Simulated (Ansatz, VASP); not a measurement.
## Two plane-wave programs on HfO2

```xyz
3
Lattice="0.0000 2.5575 2.5575 2.5575 0.0000 2.5575 2.5575 2.5575 0.0000" Properties=species:S:1:pos:R:3 pbc="T T T"
Hf    0.1250    0.0000    0.0000
O     1.2788    1.2788    1.2788
O     3.8363    3.8363    3.8363
```

Change from the starting cell: all Hf atoms moved +0.125 Å, as atom 1 along Cartesian [1 0 0].

Alike in both runs: task single point; functional PBE; k mesh 8 × 8 × 8; occupations gaussian, width 0.05 eV; no spin polarisation.

|  | VASP | Ansatz |
| --- | --- | --- |
| version | VASP 6.6.1 | Ansatz 0.2.0 |
| potentials or method | VASP PAW PBE potentials, release 64 (Hf_pv, O), cutoff 520 eV | scalar-relativistic, plane waves, PAW |
| valence electrons in the cell | 22 | 38 |

VASP gave:

| Item | Value |
| --- | --- |
| gap on the k mesh at the Fermi level (eV) | 3.74 |
| least direct gap on the mesh (eV) | 3.74 |
| pressure (GPa) | -4.4 |
| traceless stress, the component that is largest in VASP (GPa) | 0.14 |
| rms of the force components (eV/Å) | 0.232 |

Task: What did Ansatz give for the same quantities?

Result: gap on the k mesh at the Fermi level (eV): 3.74; least direct gap on the mesh (eV): 3.74; pressure (GPa): -0.9; traceless stress, the component that is largest in VASP (GPa): 0.09; rms of the force components (eV/Å): 0.248.

Atom by atom the forces differ by 0.016 eV/Å (rms over components). With one functional, cell and mesh, what is left measures potentials, basis and numerics. VASP's potentials hold 22 valence electrons a cell and Ansatz's 38, so a difference there can come from the potentials and not from the codes.

Neither program's run includes spin-orbit coupling.
